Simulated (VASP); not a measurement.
# Mo: single point with PBE

Slab: Mo, a slab with vacuum.

```
CELL_PARAMETERS angstrom
4.46958 0.00000 0.00000
-2.23479 3.87077 0.00000
0.00000 0.00000 18.56174
ATOMIC_POSITIONS crystal
Mo 0.66667 0.33333 0.37712
Mo 0.33333 0.66667 0.42627
Mo 0.00000 0.00000 0.47542
Mo 0.66667 0.33333 0.52024
Mo 0.33333 0.66667 0.56399
Mo 0.00000 0.00000 0.60660
```

```
Program             : VASP 6.6.1
Task                : single point
Functional          : PBE
Potentials or basis : VASP PAW PBE potentials, release 64 (Mo_sv)
Cutoff              : 520 eV
k mesh              : 9 × 9 × 1
Occupations         : gaussian, width 0.1 eV
Spin                : no spin polarisation
```

The largest force is 1.531 eV/Å. The band gap on the k mesh is zero (band 42 reaches 1.08 eV, above the bottom of band 43 at 0.98 eV).

Forces on the atoms (eV/Å):
```
Mo   0.000  0.000  1.531
Mo   0.000  0.000 -0.207
Mo   0.000  0.000 -1.406
Mo   0.000  0.000 -0.015
Mo   0.000  0.000  0.023
Mo   0.000  0.000  0.073
```

Levels at points of the mesh, in eV from the Fermi level:
```
           k point  band 40  band 41  band 42  band 43  band 44  band 45
(0.00, 0.00, 0.00)    -1.21    -1.21    -0.99    -0.07     1.14     1.14
```

Run time: 6.8 min on 1 thread of Intel(R) Xeon(R) Platinum 8488C (Sapphire Rapids), with other jobs on the host, peak memory 0.51 GiB.
